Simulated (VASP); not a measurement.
Crystal: KBr.

```
K Br
1.0
     3.99143    0.00000    0.00000
     0.00000    3.99143    0.00000
     0.00000    0.00000    3.99143
K Br
1 1
Direct
  0.00000 0.00000 0.00000
  0.50000 0.50000 0.50000
```

This cell differs from its parent crystal: strain +0.4%.

Base run:

```yaml
Program: VASP 6.6.1
Functional: r2SCAN
Potentials_or_basis: VASP PAW PBE potentials, release 64 (K_sv, Br)
Cutoff: 550 eV
k_mesh: 6 × 6 × 6
Occupations: gaussian, width 0.01 eV
Spin: no spin polarisation
```

Its results: band gap on the k mesh 4.73 eV (least direct gap 5.01 eV); pressure -0.2 GPa.

Q: The run is repeated on the same cell with these changes: functional from r2SCAN to HSE06; cutoff from 550 eV to 400 eV; k mesh from 6 × 6 × 6 to 4 × 4 × 4. What comes out?

A: Band gap on the k mesh 5.15 eV (least direct gap 5.44 eV); pressure 0.3 GPa.

Several settings changed at once.

Caveats: the PAW data sets were made with another functional, which shifts forces and pressure a little.

A k mesh can miss the band edges.
